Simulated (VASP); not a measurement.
Runs of VASP 6.6.1 on RbCu. The structure is that of space group P-6m2 (No. 187), or close to it. The cells are those of the table. The cell was generated, and may not be a known phase.

| task | cell | smearing | gap on the mesh (eV) | pressure (GPa) | relaxed volume (Å³/atom) |
| --- | --- | --- | --- | --- | --- |
| single point | a = 4.739, b = 4.739, c = 4.467 Å, angles 90.0, 90.0, 120.0°, 2 atoms | gaussian 0.1 eV | 0.77 | (a) | - |
| relaxation of cell and atoms | relaxed from a = 3.743, b = 3.743, c = 3.706 Å, angles 90.0, 90.0, 120.0°, 2 atoms | gaussian 0.1 eV | 0.83 | 0.1 | (b) |
| single point | a = 4.840, b = 4.840, c = 4.408 Å, angles 90.0, 90.0, 120.0°, 2 atoms | gaussian 0.02 eV | 0.83 | 0.0 | - |
| relaxation of cell and atoms | relaxed from a = 4.739, b = 4.739, c = 4.467 Å, angles 90.0, 90.0, 120.0°, 2 atoms | gaussian 0.02 eV | 0.83 | 0.0 | 44.91 |
| single point | a = 3.743, b = 3.743, c = 3.706 Å, angles 90.0, 90.0, 120.0°, 2 atoms | gaussian 0.1 eV | none | 18.6 | - |

Alike in all rows: level PBE; potentials or basis VASP PAW PBE potentials, release 64 (Rb_sv, Cu); no spin polarisation; k mesh 6 × 6 × 6; cutoff (eV) 600.

Question: Fill in the values left out.

Answer: (a) 0.2; (b) 43.90.

Caveats: the volume moved by over 15 % at a fixed basis, so the end points are rough (at least some runs); the stress differs along the axes, from 16 to 23 GPa (at least some runs).

A k mesh can miss the band edges, and the runs leave out spin-orbit coupling on Rb.

A gap of «none» marks levels without a gap at the run's occupations.
